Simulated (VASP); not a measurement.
# Ge (R-3m) in VASP: further runs

The runs below take Ge through single point, with r2SCAN.

Everything below comes from runs of VASP 6.6.1. Logs are shortened: lines on timing, memory, paths and dates and some standing lists are left out, and cuts for length are marked.

## (1) The cell of the first run

The structure is trigonal, space group R-3m (No. 166). The conventional cell has a = 3.892 Å, b = 3.892 Å, c = 9.931 Å, α = 90.00°, β = 90.00°, γ = 120.00°. Within 3.2 Å of Ge (site symmetry 3m) lie 4 Ge at 2.41 to 2.45 Å.

## (2) Single point, r2SCAN (epitaxial 111 strain -3.0%)

File POSCAR:

```
Ge
1.0
    0.0766219575      2.8283892642      2.8283892642
    2.8283892642      0.0766219575      2.8283892642
    2.8283892642      2.8283892642      0.0766219575
Ge
2
Direct
    0.0017094592      0.0017094592      0.0017094592
    0.2482905408      0.2482905408      0.2482905408
```

File INCAR.step1:

```
SYSTEM = Ge
ALGO = Normal ; EDIFF = 1E-4
ENCUT = 520 ; GGA = PE
ISMEAR = -1 ; LASPH = .TRUE.
LCHARG = .FALSE. ; LREAL = .FALSE.
LWAVE = .TRUE. ; NBANDS = 21
NELM = 100 ; PREC = Accurate
SIGMA = 0.02
```

File INCAR.step2:

```
SYSTEM = Ge
ALGO = Normal ; EDIFF = 1E-7
ENCUT = 520 ; ISIF = 2
ISMEAR = -1 ; ISTART = 1
LASPH = .TRUE. ; LCHARG = .TRUE.
LELF = .TRUE. ; LMIXTAU = .TRUE.
LREAL = .FALSE. ; LVHAR = .TRUE.
LWAVE = .FALSE. ; METAGGA = R2SCAN
NBANDS = 21 ; NELM = 100
PREC = Accurate ; SIGMA = 0.02
```

File KPOINTS:

```
k-points
0
G
  8 8 8
  0 0 0
```

Potentials or basis: VASP PAW PBE potentials, release 64 (Ge_d).

Command:

```
$ cat potpaw_PBE.64/Ge_d/POTCAR > POTCAR
$ cp INCAR.step1 INCAR
$ mpirun -np 1 vasp_std > vasp.out
$ cp INCAR.step2 INCAR
$ mpirun -np 1 vasp_std > vasp.out
```

OUTCAR:

```text
SYSTEM = Ge
   EDIFF = 1E-7
   ENCUT = 520
   ISIF = 2
   ISMEAR = -1
   ISTART = 1
   LASPH = .TRUE.
   LREAL = .FALSE.
   METAGGA = R2SCAN
   NELM = 100
   PREC = Accurate

 ion  position               nearest neighbor table
   1  0.002  0.002  0.002-   2 2.41   2 2.41   2 2.41   2 2.45
   2  0.248  0.248  0.248-   1 2.41   1 2.41   1 2.41   1 2.45

  LATTYP: Found a trigonal (rhomboedric) cell.
 ALAT       =     4.0006802652
 COS(alpha) =     0.5268969745

  Lattice vectors:

 A1 = (   0.0766219575,   2.8283892642,   2.8283892642)
 A2 = (   2.8283892642,   0.0766219575,   2.8283892642)
 A3 = (   2.8283892642,   2.8283892642,   0.0766219575)

Analysis of symmetry for initial positions (statically):
=====================================================================
 Subroutine PRICEL returns:
 Original cell was already a primitive cell.

 Routine SETGRP: Setting up the symmetry group for a
 trigonal (rhombohedral) supercell.

 Subroutine GETGRP returns: Found 12 space group operations
 (whereof  6 operations were pure point group operations)
 out of a pool of 12 trial point group operations.

The static configuration has the point symmetry C_3v.
 The point group associated with its full space group is D_3d.

Analysis of symmetry for dynamics (positions and initial velocities):
=====================================================================
 Subroutine PRICEL returns:
 Original cell was already a primitive cell.

 Routine SETGRP: Setting up the symmetry group for a
 trigonal (rhombohedral) supercell.

 Subroutine GETGRP returns: Found 12 space group operations
 (whereof  6 operations were pure point group operations)
 out of a pool of 12 trial point group operations.

The dynamic configuration has the point symmetry C_3v.
 The point group associated with its full space group is D_3d.

 Subroutine INISYM returns: Found 12 space group operations
 (whereof  6 operations are pure point group operations),
 and found     1 'primitive' translations

----------------------------------------------------------------------------------------

                                     Primitive cell

  volume of cell :      43.4146

  direct lattice vectors                    reciprocal lattice vectors
     0.076621958  2.828389264  2.828389264    -0.184129693  0.179273127  0.179273127
     2.828389264  0.076621958  2.828389264     0.179273127 -0.184129693  0.179273127
     2.828389264  2.828389264  0.076621958     0.179273127  0.179273127 -0.184129693

  length of vectors
     4.000680265  4.000680265  4.000680265     0.313339197  0.313339197  0.313339197

  position of ions in fractional coordinates (direct lattice)
     0.001709459  0.001709459  0.001709459
     0.248290541  0.248290541  0.248290541

  ion indices of the primitive-cell ions
   primitive index   ion index
                 1           1
                 2           2

----------------------------------------------------------------------------------------

 KPOINTS: k-points

Automatic generation of k-mesh.
 Grid dimensions read from file:
 generate k-points for:    8    8    8

 Generating k-lattice:

  Cartesian coordinates                     Fractional coordinates (reciprocal lattice)
    -0.023016212  0.022409141  0.022409141     0.125000000  0.000000000 -0.000000000
     0.022409141 -0.023016212  0.022409141     0.000000000  0.125000000 -0.000000000
     0.022409141  0.022409141 -0.023016212     0.000000000  0.000000000  0.125000000

  Length of vectors
     0.039167400  0.039167400  0.039167400

  Shift w.r.t. Gamma in fractional coordinates (k-lattice)
     0.000000000  0.000000000  0.000000000

 Subroutine IBZKPT returns following result:
 ===========================================

 Found     65 irreducible k-points:

 Following reciprocal coordinates:
            Coordinates               Weight
  0.000000  0.000000  0.000000      1.000000
  0.125000  0.000000 -0.000000      6.000000
  0.250000  0.000000 -0.000000      6.000000
  0.375000  0.000000 -0.000000      6.000000
  0.500000  0.000000 -0.000000      3.000000
  0.125000  0.125000 -0.000000      6.000000
[... 16 lines left out ...]
  0.250000  0.125000  0.125000      6.000000
  0.375000  0.125000  0.125000      6.000000
 [... further k-points ...]
   k-points           NKPTS =     65   k-points in BZ     NKDIM =     65   number of bands    NBANDS=     21
   number of dos      NEDOS =    301   number of ions     NIONS =      2
   total plane-waves  NPLWV =  27000
   dimension x,y,z NGX =    30 NGY =   30 NGZ =   30
   dimension x,y,z NGXF=    60 NGYF=   60 NGZF=   60
   ions per type =               2
   NGX,Y,Z   is equivalent  to a cutoff of  12.47, 12.47, 12.47 a.u.
   NGXF,Y,Z  is equivalent  to a cutoff of  24.93, 24.93, 24.93 a.u.
 SYSTEM =  Ge
   PREC   = accura    normal or accurate (medium, high low for compatibility)
   ISTART =      1    job   : 0-new  1-cont  2-samecut
   ICHARG =      0    charge: 1-file 2-atom 10-const
   ISPIN  =      1    spin polarized calculation?
   LNONCOLLINEAR =      F non collinear calculations
   LSORBIT =      F    spin-orbit coupling
   LASPH  =      T    aspherical Exc in radial PAW
   ENCUT  =  520.0 eV  38.22 Ry    6.18 a.u.   7.44  7.44  7.44*2*pi/ulx,y,z
   NELM   =    100;   NELMIN=  2; NELMDL=  0     # of ELM steps
   EDIFF  = 0.1E-06   stopping-criterion for ELM
   LREAL  =      F    real-space projection
   EDIFFG = 0.1E-05   stopping-criterion for IOM
   NSW    =      0    number of steps for IOM
   IBRION =     -1    ionic relax: 0-MD 1-quasi-New 2-CG
   NFREE  =      0    steps in history (QN), initial steepest desc. (CG)
   ISIF   =      2    stress and relaxation
   ISYM   =      2    0-nonsym 1-usesym 2-fastsym
   POTIM  = 0.5000    time-step for ionic-motion
   TEBEG  =    0.0;   TEEND  =   0.0 temperature during run
   PSTRESS=    0.0 pullay stress
   NELECT =      28.0000    total number of electrons
   NUPDOWN=      -1.0000    fix difference up-down
   EMIN   =  10.00;   EMAX   =-10.00  energy-range for DOS
   EFERMI =   0.00;   METHOD = LEGACY
   ISMEAR =    -1;   SIGMA  =   0.02  broadening in eV -4-tet -1-fermi 0-gaus
   EFERMI_NEDOS =   21; number of points for ismear=-14 and -15
   IALGO  =     38    algorithm
   IMIX   =      4    mixing-type and parameters
     AMIX     =   0.40;   BMIX     =  1.00
     AMIX_MAG =   1.60;   BMIX_MAG =  1.00
  volume/ion in A,a.u.               =      21.71       146.49
  Fermi-wavevector in a.u.,A,eV,Ry     =   1.414433  2.672890 27.220084  2.000620
  Thomas-Fermi vector in A             =   2.535975
   LORBIT       =      0    0 simple, 1 ext, 2 COOP (PROOUT), +10 PAW based schemes
   METAGGA = R2SCAN    functional components
   LHFCALC =     F    Hartree Fock is set to
   AEXX    =    0.0000 exact exchange contribution
   IVDW    =     0    specifies the selected vdW correction
   LEPSILON=     F    determine dielectric tensor
   LRPA    =     F    only Hartree local field effects (RPA)
 non-spin polarized calculation
  energy-cutoff  :      520.00
  volume of cell :       43.41
 maximum number of plane-waves:      1189
 NGX is ok and might be reduce to    30
   NGX = 15   NGY = 15   NGZ = 15

 number of electron      27.9999994 magnetization

 Free energy of the ion-electron system (eV)
  ---------------------------------------------------
  ext. energy  EPLUGINS =         0.00000000
  ---------------------------------------------------
  free energy    TOTEN  =       -27.68483593 eV

  energy without entropy =      -27.68483289  energy(sigma->0) =      -27.68483441

 E-fermi :   5.5010     XC(G=0): -11.0409

 val. band max:        5.3669250521   @ k =   0.0000   0.0000   0.0000
 cond. band min:       5.6431976480   @ k =   0.5000   0.0000  -0.0000
 fundamental gap:      0.2762725959
 Fermi energy:         5.5009831228

 k-point     1 :       0.0000    0.0000    0.0000
  band No.  band energies     occupation
      1     -20.3456      2.00000
      2     -20.3456      2.00000
      3     -20.3093      2.00000
      4     -20.2904      2.00000
      5     -20.2904      2.00000
      6     -20.0761      2.00000
[... 13 lines left out ...]
     20      15.2813      0.00000
     21      15.2813      0.00000

 k-point     2 :       0.1250    0.0000   -0.0000
  band No.  band energies     occupation
      1     -20.3524      2.00000
      2     -20.3436      2.00000
      3     -20.3217      2.00000
      4     -20.2775      2.00000
      5     -20.2735      2.00000
      6     -20.0793      2.00000
[... 13 lines left out ...]
     20      14.2354      0.00000
     21      14.4223      0.00000

 k-point     3 :       0.2500    0.0000   -0.0000
  band No.  band energies     occupation
      1     -20.3609      2.00000
      2     -20.3445      2.00000
      3     -20.3247      2.00000
      4     -20.2554      2.00000
      5     -20.2542      2.00000
      6     -20.0826      2.00000
[... 13 lines left out ...]
     20      13.9998      0.00000
     21      14.3216      0.00000

 k-point     4 :       0.3750    0.0000   -0.0000
  band No.  band energies     occupation
      1     -20.3644      2.00000
      2     -20.3478      2.00000
      3     -20.3171      2.00000
      4     -20.2482      2.00000
      5     -20.2368      2.00000
      6     -20.0870      2.00000
[... 13 lines left out ...]
     20      15.3963      0.00000
     21      15.8005      0.00000

 k-point     5 :       0.5000    0.0000   -0.0000
  band No.  band energies     occupation
      1     -20.3649      2.00000
      2     -20.3485      2.00000
      3     -20.3132      2.00000
      4     -20.2474      2.00000
      5     -20.2309      2.00000
      6     -20.0915      2.00000
[... 13 lines left out ...]
     20      17.2440      0.00000
     21      17.5258      0.00000
[... 382 lines left out ...]
     20      18.1565      0.00000
     21      18.8768      0.00000

 k-point    22 :       0.1250    0.1250    0.1250
  band No.  band energies     occupation
      1     -20.3538      2.00000
      2     -20.3538      2.00000
      3     -20.3100      2.00000
      4     -20.2795      2.00000
      5     -20.2795      2.00000
      6     -20.0755      2.00000
[... 13 lines left out ...]
     20      14.4646      0.00000
     21      14.4646      0.00000

 k-point    23 :       0.2500    0.1250    0.1250
  band No.  band energies     occupation
      1     -20.3644      2.00000
      2     -20.3542      2.00000
      3     -20.3145      2.00000
      4     -20.2690      2.00000
      5     -20.2581      2.00000
      6     -20.0828      2.00000
[... 13 lines left out ...]
     20      14.1901      0.00000
     21      14.6283      0.00000

 k-point    24 :       0.3750    0.1250    0.1250
  band No.  band energies     occupation
      1     -20.3711      2.00000
      2     -20.3618      2.00000
      3     -20.3038      2.00000
      4     -20.2568      2.00000
      5     -20.2321      2.00000
      6     -20.0969      2.00000
[... 13 lines left out ...]
     20      14.5693      0.00000
     21      16.0849      0.00000

 [... further k-points ...]

------------------------ aborting loop because EDIFF is reached ----------------------------------------

  FORCE on cell =-STRESS in cart. coord.  units (eV):
  Direction    XX          YY          ZZ          XY          YZ          ZX
  --------------------------------------------------------------------------------------
  -------------------------------------------------------------------------------------
  Total        1.1341465      1.1341465      1.1341465     -0.5584506     -0.5584506     -0.5584506
  in kB       41.8546837     41.8546837     41.8546837    -20.6091295    -20.6091295    -20.6091295
  external PRESSURE =      41.8546837 kB  Pullay stress =       0.0000000 kB

 VOLUME and BASIS-vectors are now :
 -----------------------------------------------------------------------------
  energy-cutoff  :      520.00
  volume of cell :       43.41
      direct lattice vectors                 reciprocal lattice vectors
     0.076621958  2.828389264  2.828389264    -0.184129693  0.179273127  0.179273127
     2.828389264  0.076621958  2.828389264     0.179273127 -0.184129693  0.179273127
     2.828389264  2.828389264  0.076621958     0.179273127  0.179273127 -0.184129693

 POSITION                                       TOTAL-FORCE (eV/Angst)
 -----------------------------------------------------------------------------------
      0.00980      0.00980      0.00980         0.005354      0.005354      0.005354
      1.42355      1.42355      1.42355        -0.005354     -0.005354     -0.005354
 -----------------------------------------------------------------------------------
    total drift:                                0.000000      0.000000     -0.000000

  FREE ENERGIE OF THE ION-ELECTRON SYSTEM (eV)
  ---------------------------------------------------
  free  energy   TOTEN  =       -27.6848359255 eV

  energy  without entropy=      -27.6848328941  energy(sigma->0) =      -27.68483441
```

Run time: 1.8 min. Hardware: 1 thread of Intel Xeon 6975P-C (Granite Rapids), shared host; peak memory 0.19 GiB.

Results:

```
Free energy            : -27.6848 eV
Pressure               : 4.2 GPa
Largest force          : 0.009 eV/Å
Band gap on the k mesh : 0.28 eV, indirect (least direct gap 0.53 eV)
```

Forces on the atoms (eV/Å):
```
Ge   0.005  0.005  0.005
Ge  -0.005 -0.005 -0.005
```

Caveat: the cell differs from its parent crystal (epitaxial 111 strain -3.0%); the PAW data sets were made with another functional, which shifts forces and pressure a little.

(Continued in part 2 of 2.)
